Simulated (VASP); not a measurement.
# BaTiO3 (Pm) in VASP: a series of runs

Runs on BaTiO3. Level: PBE. Tasks: single point.

All numbers are computed with VASP 6.6.1; they aren't measurements. Logs are shortened: lines on timing, memory, paths and dates and some standing lists are left out, and cuts for length are marked.

### 1 The cell of the first run

It takes space group Pm (No. 6, monoclinic). Conventional cell: a = 4.106 Å, b = 3.972 Å, c = 14.317 Å, α = 90.00°, β = 90.43°, γ = 90.00°. Within 3.7 Å of Ba (site symmetry m) lie 8 O at 2.81 to 3.06 Å and 4 Ti at 3.45 to 3.51 Å. Ba (site symmetry m) has 12 O at 2.77 to 3.06 Å and 8 Ti at 3.45 to 3.61 Å within 3.7 Å. Ba (site symmetry m) has 12 O at 2.77 to 3.06 Å and 8 Ti at 3.45 to 3.61 Å within 3.7 Å. Within 2.4 Å of Ti (site symmetry m) lie 5 O at 1.85 to 2.27 Å. Ti (site symmetry m) has 6 O at 1.85 to 2.27 Å within 2.4 Å. Ti (site symmetry m) has 6 O at 1.85 to 2.27 Å within 2.4 Å. Within 2.7 Å of O (site symmetry m) lie 2 Ti at 2.00 Å. O (site symmetry m) has 2 Ti at 2.00 Å and 3 Ba at 2.77 to 2.89 Å and 8 O at 2.82 to 2.89 Å within 2.9 Å.

### 2 Single point, PBE (the distance across one plane changed)

Input file INCAR:

```
ALGO = Normal
EDIFF = 1E-6
ENCUT = 520
GGA = PE
ISIF = 2
ISMEAR = 0
LASPH = T
LCHARG = F
LREAL = Auto
LWAVE = F
NBANDS = 73
NELM = 60
PREC = Accurate
SIGMA = 0.05
```

Input file KPOINTS:

```
k-points
0
Gamma
  7 7 3
```

Input file POSCAR:

```
BaTiO3
1.0
    0.0000000000      2.8905577535     -2.9158992878
   -3.9723905816      0.0000000000      0.0000000000
    0.0000000000     10.0920454485     10.1557258630
Ba Ti O
3 3 9
Direct
    0.9850350787      0.0000000000      0.7920971659
    0.9874737388      0.0000000000      0.2185598563
    0.9862544088      0.0000000000      0.5053285111
    0.4718545868      0.5000000000      0.0798237772
    0.4706352567      0.5000000000      0.3665924320
    0.4694159267      0.5000000000      0.6533610868
    0.5124236200      1.0000000000      0.0682040185
    0.5112042899      1.0000000000      0.3549726733
    0.5099849599      1.0000000000      0.6417413281
    0.0233341775      0.5000000000      0.0698889641
    0.0221148475      0.5000000000      0.3566576189
    0.0208955174      0.5000000000      0.6434262737
    0.5059516402      0.5000000000      0.2084574854
    0.5047323102      0.5000000000      0.4952261402
    0.5035129801      0.5000000000      0.7819947950
```

Potentials or basis: VASP PAW PBE potentials, release 64 (Ba_sv, Ti_sv, O).

Run with:

```bash
cat potpaw_PBE.64/Ba_sv/POTCAR potpaw_PBE.64/Ti_sv/POTCAR potpaw_PBE.64/O/POTCAR > POTCAR
mpirun -np 1 vasp_std > vasp.out
```

OUTCAR:

```text
EDIFF = 1E-6
   ENCUT = 520
   GGA = PE
   ISIF = 2
   ISMEAR = 0
   LASPH = T
   LREAL = Auto
   NELM = 60
   PREC = Accurate

 ion  position               nearest neighbor table
   1  0.985  0.000  0.792-  15 2.81  15 2.81   9 2.89  12 2.92  12 2.92  15 2.92  15 2.92   9 3.06
                             6 3.45   6 3.45   6 3.51   6 3.51   3 4.11
   2  0.987  0.000  0.219-   8 2.77  13 2.81  13 2.81  11 2.81  11 2.81   7 2.89   8 2.89  10 2.92
                            10 2.92  13 2.92  13 2.92   7 3.06   4 3.45   4 3.45   4 3.51   4 3.51
   3  0.986  0.000  0.505-   9 2.77  14 2.81  14 2.81  12 2.81  12 2.81   8 2.89   9 2.89  11 2.92
                            11 2.92  14 2.92  14 2.92   8 3.06   5 3.45   5 3.45   6 3.51   6 3.51
   4  0.472  0.500  0.080-  13 1.85  10 1.85   7 2.00   7 2.00  10 2.27   2 3.45   2 3.45   2 3.51
                             2 3.51
   5  0.471  0.500  0.367-  14 1.85  11 1.85   8 2.00   8 2.00  11 2.27  13 2.27   3 3.45   3 3.45
                             2 3.51   2 3.51   3 3.51   3 3.51   2 3.61   2 3.61
   6  0.469  0.500  0.653-  15 1.85  12 1.85   9 2.00   9 2.00  12 2.27  14 2.27   1 3.45   1 3.45
                             1 3.51   1 3.51   3 3.51   3 3.51   3 3.61   3 3.61
   7  0.512  0.000  0.068-   4 2.00   4 2.00   2 2.89   2 3.06
   8  0.511  0.000  0.355-   5 2.00   5 2.00   2 2.77   3 2.89   2 2.89   3 3.06
   9  0.510  0.000  0.642-   6 2.00   6 2.00   3 2.77   1 2.89   3 2.89   1 3.06
  10  0.023  0.500  0.070-   4 1.85   4 2.27   2 2.92   2 2.92
  11  0.022  0.500  0.357-   5 1.85   5 2.27   2 2.81   2 2.81   3 2.92   3 2.92
  12  0.021  0.500  0.643-   6 1.85   6 2.27   3 2.81   3 2.81   1 2.92   1 2.92
  13  0.506  0.500  0.208-   4 1.85   5 2.27   2 2.81   2 2.81   2 2.92   2 2.92
  14  0.505  0.500  0.495-   5 1.85   6 2.27   3 2.81   3 2.81   3 2.92   3 2.92
  15  0.504  0.500  0.782-   6 1.85   1 2.81   1 2.81   1 2.92   1 2.92

  LATTYP: Found a simple monoclinic cell.
 ALAT       =     4.1058242513
 B/A-ratio  =     0.9675013684
 C/A-ratio  =     3.4870969459
 COS(beta)  =    -0.0075093206

  Lattice vectors:

 A1 = (   0.0000000000,   2.8905577535,  -2.9158992878)
 A2 = (  -3.9723905816,   0.0000000000,   0.0000000000)
 A3 = (   0.0000000000,  10.0920454485,  10.1557258630)

Analysis of symmetry for initial positions (statically):
=====================================================================
 Subroutine PRICEL returns:
 Original cell was already a primitive cell.

 Routine SETGRP: Setting up the symmetry group for a
 simple monoclinic supercell.

 Subroutine GETGRP returns: Found  2 space group operations
 (whereof  2 operations were pure point group operations)
 out of a pool of  4 trial point group operations.

The static configuration has the point symmetry C_1h.

Analysis of symmetry for dynamics (positions and initial velocities):
=====================================================================
 Subroutine PRICEL returns:
 Original cell was already a primitive cell.

 Routine SETGRP: Setting up the symmetry group for a
 simple monoclinic supercell.

 Subroutine GETGRP returns: Found  2 space group operations
 (whereof  2 operations were pure point group operations)
 out of a pool of  4 trial point group operations.

The dynamic configuration has the point symmetry C_1h.

 Subroutine INISYM returns: Found  2 space group operations
 (whereof  2 operations are pure point group operations),
 and found     1 'primitive' translations

----------------------------------------------------------------------------------------

                                     Primitive cell

  volume of cell :     233.5094

  direct lattice vectors                    reciprocal lattice vectors
     0.000000000  2.890557753 -2.915899288     0.000000000  0.172766081 -0.171682769
    -3.972390582  0.000000000  0.000000000    -0.251737582  0.000000000  0.000000000
     0.000000000 10.092045449 10.155725863     0.000000000  0.049604381  0.049173278

  length of vectors
     4.105824251  3.972390582 14.317407207     0.243563322  0.251737582  0.069847018

  position of ions in fractional coordinates (direct lattice)
     0.985035079  0.000000000  0.792097166
     0.987473739  0.000000000  0.218559856
     0.986254409  0.000000000  0.505328511
     0.471854587  0.500000000  0.079823777
     0.470635257  0.500000000  0.366592432
     0.469415927  0.500000000  0.653361087
     0.512423620  0.000000000  0.068204018
     0.511204290  0.000000000  0.354972673
     0.509984960  0.000000000  0.641741328
     0.023334177  0.500000000  0.069888964
     0.022114847  0.500000000  0.356657619
     0.020895517  0.500000000  0.643426274
     0.505951640  0.500000000  0.208457485
     0.504732310  0.500000000  0.495226140
     0.503512980  0.500000000  0.781994795

  ion indices of the primitive-cell ions
   primitive index   ion index
                 1           1
                 2           2
                 3           3
                 4           4
                 5           5
                 6           6
                 7           7
                 8           8
                 9           9
                10          10
                11          11
                12          12
                13          13
                14          14
                15          15

----------------------------------------------------------------------------------------

 KPOINTS: k-points

Automatic generation of k-mesh.
 Grid dimensions read from file:
 generate k-points for:    7    7    3

 Generating k-lattice:

  Cartesian coordinates                     Fractional coordinates (reciprocal lattice)
     0.000000000  0.024680869 -0.024526110     0.142857143  0.000000000  0.000000000
    -0.035962512  0.000000000  0.000000000     0.000000000  0.142857143  0.000000000
     0.000000000  0.016534794  0.016391093     0.000000000  0.000000000  0.333333333

  Length of vectors
     0.034794760  0.035962512  0.023282339

  Shift w.r.t. Gamma in fractional coordinates (k-lattice)
     0.000000000  0.000000000  0.000000000

 Subroutine IBZKPT returns following result:
 ===========================================

 Found     44 irreducible k-points:

 Following reciprocal coordinates:
            Coordinates               Weight
  0.000000  0.000000  0.000000      1.000000
  0.142857  0.000000 -0.000000      2.000000
  0.285714  0.000000 -0.000000      2.000000
  0.428571  0.000000 -0.000000      2.000000
  0.000000  0.142857  0.000000      2.000000
  0.142857  0.142857 -0.000000      4.000000
[... 16 lines left out ...]
 -0.142857  0.000000  0.333333      2.000000
 -0.000000  0.142857  0.333333      4.000000
 [... further k-points ...]
   k-points           NKPTS =     44   k-points in BZ     NKDIM =     44   number of bands    NBANDS=     73
   number of dos      NEDOS =    301   number of ions     NIONS =     15
   total plane-waves  NPLWV = 103680
   dimension x,y,z NGX =    32 NGY =   30 NGZ =  108
   dimension x,y,z NGXF=    64 NGYF=   60 NGZF=  216
   ions per type =               3   3   9
   NGX,Y,Z   is equivalent  to a cutoff of  12.96, 12.56, 12.54 a.u.
   NGXF,Y,Z  is equivalent  to a cutoff of  25.91, 25.11, 25.08 a.u.
 SYSTEM =  unknown system
   PREC   = accura    normal or accurate (medium, high low for compatibility)
   ISTART =      0    job   : 0-new  1-cont  2-samecut
   ICHARG =      2    charge: 1-file 2-atom 10-const
   ISPIN  =      1    spin polarized calculation?
   LNONCOLLINEAR =      F non collinear calculations
   LSORBIT =      F    spin-orbit coupling
   LASPH  =      T    aspherical Exc in radial PAW
   ENCUT  =  520.0 eV  38.22 Ry    6.18 a.u.   7.63  7.39 26.62*2*pi/ulx,y,z
   NELM   =     60;   NELMIN=  2; NELMDL= -5     # of ELM steps
   EDIFF  = 0.1E-05   stopping-criterion for ELM
   LREAL  =      T    real-space projection
   EDIFFG = 0.1E-04   stopping-criterion for IOM
   NSW    =      0    number of steps for IOM
   IBRION =     -1    ionic relax: 0-MD 1-quasi-New 2-CG
   NFREE  =      0    steps in history (QN), initial steepest desc. (CG)
   ISIF   =      2    stress and relaxation
   ISYM   =      2    0-nonsym 1-usesym 2-fastsym
   POTIM  = 0.5000    time-step for ionic-motion
   TEBEG  =    0.0;   TEEND  =   0.0 temperature during run
   PSTRESS=    0.0 pullay stress
   NELECT =     120.0000    total number of electrons
   NUPDOWN=      -1.0000    fix difference up-down
   EMIN   =  10.00;   EMAX   =-10.00  energy-range for DOS
   EFERMI =   0.00;   METHOD = LEGACY
   ISMEAR =     0;   SIGMA  =   0.05  broadening in eV -4-tet -1-fermi 0-gaus
   EFERMI_NEDOS =   21; number of points for ismear=-14 and -15
   IALGO  =     38    algorithm
   IMIX   =      4    mixing-type and parameters
     AMIX     =   0.40;   BMIX     =  1.00
     AMIX_MAG =   1.60;   BMIX_MAG =  1.00
  volume/ion in A,a.u.               =      15.57       105.05
  Fermi-wavevector in a.u.,A,eV,Ry     =   1.311295  2.477988 23.395147  1.719495
  Thomas-Fermi vector in A             =   2.441766
   LORBIT       =      0    0 simple, 1 ext, 2 COOP (PROOUT), +10 PAW based schemes
   GGA     = PE    functional components
   LHFCALC =     F    Hartree Fock is set to
   AEXX    =    0.0000 exact exchange contribution
   IVDW    =     0    specifies the selected vdW correction
   LEPSILON=     F    determine dielectric tensor
   LRPA    =     F    only Hartree local field effects (RPA)
 non-spin polarized calculation
 Gauss-broadening in eV      SIGMA  =   0.05
  energy-cutoff  :      520.00
  volume of cell :      233.51
 maximum number of plane-waves:      6337
   NGX = 15   NGY = 15   NGZ = 53

 number of electron     119.9999963 magnetization

 Free energy of the ion-electron system (eV)
  ---------------------------------------------------
  ext. energy  EPLUGINS =         0.00000000
  ---------------------------------------------------
  free energy    TOTEN  =      -118.60034519 eV

  energy without entropy =     -118.60034509  energy(sigma->0) =     -118.60034514

 E-fermi :   4.0713     XC(G=0):  -9.9915

 val. band max:        3.9075726320   @ k =   0.4286   0.4286  -0.0000
 cond. band min:       4.2244640153   @ k =   0.0000   0.0000   0.0000
 fundamental gap:      0.3168913834
 Fermi energy:         4.0712803951

 k-point     1 :       0.0000    0.0000    0.0000
  band No.  band energies     occupation
      1     -54.6047      2.00000
      2     -53.9016      2.00000
      3     -53.0186      2.00000
      4     -30.9059      2.00000
      5     -30.8731      2.00000
      6     -30.8213      2.00000
[... 64 lines left out ...]
     71       6.4811      0.00000
     72       6.5007      0.00000

 k-point     2 :       0.1429    0.0000   -0.0000
  band No.  band energies     occupation
      1     -54.6046      2.00000
      2     -53.9015      2.00000
      3     -53.0185      2.00000
      4     -30.9131      2.00000
      5     -30.8727      2.00000
      6     -30.8210      2.00000
[... 64 lines left out ...]
     71       6.5364      0.00000
     72       6.5612      0.00000

 k-point     3 :       0.2857    0.0000   -0.0000
  band No.  band energies     occupation
      1     -54.6043      2.00000
      2     -53.9012      2.00000
      3     -53.0182      2.00000
      4     -30.9294      2.00000
      5     -30.8718      2.00000
      6     -30.8204      2.00000
[... 1564 lines left out ...]
     71       6.5380      0.00000
     72       6.5816      0.00000

 k-point    24 :      -0.0000    0.1429    0.3333
  band No.  band energies     occupation
      1     -54.6045      2.00000
      2     -53.9014      2.00000
      3     -53.0184      2.00000
      4     -30.9055      2.00000
      5     -30.8726      2.00000
      6     -30.8318      2.00000
[... 64 lines left out ...]
     71       6.4868      0.00000
     72       6.5925      0.00000

 [... further k-points ...]

 [bands above 72 left out]

------------------------ aborting loop because EDIFF is reached ----------------------------------------

  FORCE on cell =-STRESS in cart. coord.  units (eV):
  Direction    XX          YY          ZZ          XY          YZ          ZX
  --------------------------------------------------------------------------------------
  -------------------------------------------------------------------------------------
  Total       -2.8415768     -2.3672049     -2.1220411      0.0000000      0.3003766      0.0000000
  in kB      -19.4968994    -16.2420934    -14.5599521      0.0000000      2.0609725      0.0000000
  external PRESSURE =     -16.7663150 kB  Pullay stress =       0.0000000 kB

 VOLUME and BASIS-vectors are now :
 -----------------------------------------------------------------------------
  energy-cutoff  :      520.00
  volume of cell :      233.51
      direct lattice vectors                 reciprocal lattice vectors
     0.000000000  2.890557753 -2.915899288     0.000000000  0.172766081 -0.171682769
    -3.972390582  0.000000000  0.000000000    -0.251737582  0.000000000  0.000000000
     0.000000000 10.092045449 10.155725863     0.000000000  0.049604381  0.049173278

 POSITION                                       TOTAL-FORCE (eV/Angst)
 -----------------------------------------------------------------------------------
      0.00000     10.84118      5.17206         0.000000      0.159582      0.221715
      0.00000      5.06007     -0.65974         0.000000     -0.770579     -0.819838
      0.00000      7.95062      2.25616         0.000000     -0.456672     -0.481928
     -1.98620      2.16951     -0.56521         0.000000      0.409814      0.889757
     -1.98620      5.06007      2.35069         0.000000     -0.776743     -0.695106
     -1.98620      7.95062      5.26659         0.000000     -0.252170     -0.510662
      0.00000      2.16951     -0.80151         0.000000     -0.340858     -0.474919
      0.00000      5.06007      2.11438         0.000000      0.278046      0.302075
      0.00000      7.95062      5.03028         0.000000      0.375154      0.349611
     -1.98620      0.77277      0.64173         0.000000     -0.047042     -0.511607
     -1.98620      3.66333      3.55763         0.000000      0.301350      0.282847
     -1.98620      6.55389      6.47353         0.000000      0.227772      0.535696
     -1.98620      3.56624      0.64173         0.000000      0.243203      0.381141
     -1.98620      6.45680      3.55763         0.000000      0.601683      0.569548
     -1.98620      9.34736      6.47353         0.000000      0.047460     -0.038330
 -----------------------------------------------------------------------------------
    total drift:                               -0.000000     -0.002412      0.005691

  FREE ENERGIE OF THE ION-ELECTRON SYSTEM (eV)
  ---------------------------------------------------
  free  energy   TOTEN  =      -118.6003451887 eV

  energy  without entropy=     -118.6003450906  energy(sigma->0) =     -118.60034514
```

Wall time 15 min (1 thread of Intel Xeon Platinum 8488C (Sapphire Rapids), shared host); peak memory 0.6 GiB.

Results:

* Free energy: -118.6003 eV
* Pressure: -1.7 GPa
* Largest force: 1.125 eV/Å
* Band gap on the k mesh: 0.32 eV (least direct gap 1.11 eV)

Forces in eV/Å, atoms in the order of the input:
```
Ba   0.000  0.160  0.222
Ba   0.000 -0.771 -0.820
Ba   0.000 -0.457 -0.482
Ti   0.000  0.410  0.890
Ti   0.000 -0.777 -0.695
Ti   0.000 -0.252 -0.511
O    0.000 -0.341 -0.475
O    0.000  0.278  0.302
O    0.000  0.375  0.350
O    0.000 -0.047 -0.512
O    0.000  0.301  0.283
O    0.000  0.228  0.536
O    0.000  0.243  0.381
O    0.000  0.602  0.570
O    0.000  0.047 -0.038
```

Levels at points of the mesh, in eV from the valence-band top:
```tsv
k point	band 58	band 59	band 60	band 61	band 62	band 63
(0.00, 0.00, 0.00)	-1.44	-1.08	-0.79	0.32	0.84	0.93
```

Caveat: the cell differs from its parent crystal (the distance across one plane changed); semilocal functionals underestimate gaps, and a narrow one can read as zero; spin-orbit coupling is left out, which moves the levels of the heavy elements; forces of over 1 eV/Å act on the atoms, so gaps and moduli don't describe the material at rest. A k mesh can miss the band edges.

### 3 Single point, PBE (the distance across one plane changed)

Input file INCAR:

```
  PREC = Accurate
  ENCUT = 520
  EDIFF = 1E-6
  ISMEAR = 0
  SIGMA = 0.05
  LREAL = Auto
  LASPH = True
  NELM = 60
  ALGO = Normal
  ISIF = 2
  LWAVE = False
  LCHARG = True
  GGA = PE
  LELF = True
  LVHAR = True
  NBANDS = 73
```

Input file KPOINTS:

```
Automatic mesh
0
Gamma
  7 7 3
```

Input file POSCAR:

```
BaTiO3
1.0
    0.0000000000      2.8905577535     -2.9158992878
   -3.9723905816      0.0000000000      0.0000000000
    0.0000000000      9.0267663075      9.0997048634
Ba Ti O
3 3 9
Direct
    0.9874625152      0.0000000000      0.8847979089
    0.9881435306      0.0000000000      0.2441383610
    0.9878030229      0.0000000000      0.5644681349
    0.4720992122      0.5000000000      0.0891657163
    0.4717587046      0.5000000000      0.4094954902
    0.4714181969      0.5000000000      0.7298252641
    0.5126326359      1.0000000000      0.0761860735
    0.5122921282      1.0000000000      0.3965158474
    0.5119516205      1.0000000000      0.7168456214
    0.0235483571      0.5000000000      0.0780682118
    0.0232078494      0.5000000000      0.3983979857
    0.0228673417      0.5000000000      0.7187277596
    0.5065904726      0.5000000000      0.2328536891
    0.5062499649      0.5000000000      0.5531834630
    0.5059094573      0.5000000000      0.8735132370
```

Potentials or basis: VASP PAW PBE potentials, release 64 (Ba_sv, Ti_sv, O).

Run with:

```bash
cat potpaw_PBE.64/Ba_sv/POTCAR potpaw_PBE.64/Ti_sv/POTCAR potpaw_PBE.64/O/POTCAR > POTCAR
mpirun -np 1 vasp_std > vasp.out
```

It took 30 min on 1 thread of Intel Xeon 8259CL, shared host; peak memory 0.55 GiB.

Results (log left out):

| Quantity | Value |
| --- | --- |
| Free energy | -119.8227 eV |
| Pressure | -1.0 GPa |
| Largest force | 0.928 eV/Å |
| Band gap on the k mesh | 2.00 eV (least direct gap 2.74 eV) |

Forces in eV/Å, atoms in the order of the input:
```
Ba   0.000  0.648  0.664
Ba   0.000 -0.267 -0.321
Ba   0.000 -0.071 -0.116
Ti   0.000  0.327  0.436
Ti   0.000 -0.055 -0.112
Ti   0.000  0.216 -0.024
O    0.000 -0.390 -0.517
O    0.000  0.036  0.060
O    0.000  0.085  0.083
O    0.000 -0.349 -0.478
O    0.000  0.010  0.095
O    0.000 -0.033  0.225
O    0.000 -0.192 -0.066
O    0.000  0.055  0.068
O    0.000 -0.020  0.003
```

Stress tensor (GPa, compression positive):
```
-0.67  0.00  0.00
 0.00 -1.26 -0.75
 0.00 -0.75 -1.10
```

Levels at points of the mesh, in eV from the valence-band top:
```csv
k point,band 57,band 58,band 59,band 60,band 61,band 62,band 63,band 64
"(0.00, 0.00, 0.00)",-1.08,-1.06,-1.00,-0.73,2.00,2.13,2.28,2.37
```

Caveat: the cell differs from its parent crystal (the distance across one plane changed); spin-orbit coupling is left out, which moves the levels of the heavy elements.
